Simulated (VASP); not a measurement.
Crystal: Ga.

```
Ga
1.0
     2.23185   -3.79323    0.00000
     2.23185    3.79323    0.00000
     0.00000    0.00000    4.53464
Ga
4
Direct
  0.84423 0.15577 0.08558
  0.65577 0.34423 0.58558
  0.15577 0.84423 0.91442
  0.34423 0.65577 0.41442
```

Base run:

| Quantity | Value |
| --- | --- |
| Program | VASP 6.6.1 |
| Functional | r2SCAN |
| Potentials or basis | VASP PAW PBE potentials, release 64 (Ga_d) |
| Cutoff | 520 eV |
| k mesh | 8 × 8 × 7 |
| Occupations | gaussian, width 1 eV |
| Spin | no spin polarisation |

Its results: band gap on the k mesh zero (bands 26 and 27 overlap by 1.05 eV); pressure 0.9 GPa; largest force 0.052 eV/Å.

Task: The run is repeated on the same cell with these changes: occupations from gaussian, width 1 eV to gaussian, width 0.6 eV. What comes out?

Result: Band gap on the k mesh zero (bands 26 and 27 overlap by 1.05 eV); pressure 0.3 GPa; largest force 0.020 eV/Å.

Caveats: so wide a smearing shifts energies and pressures; the PAW data sets were made with another functional, which shifts forces and pressure a little.
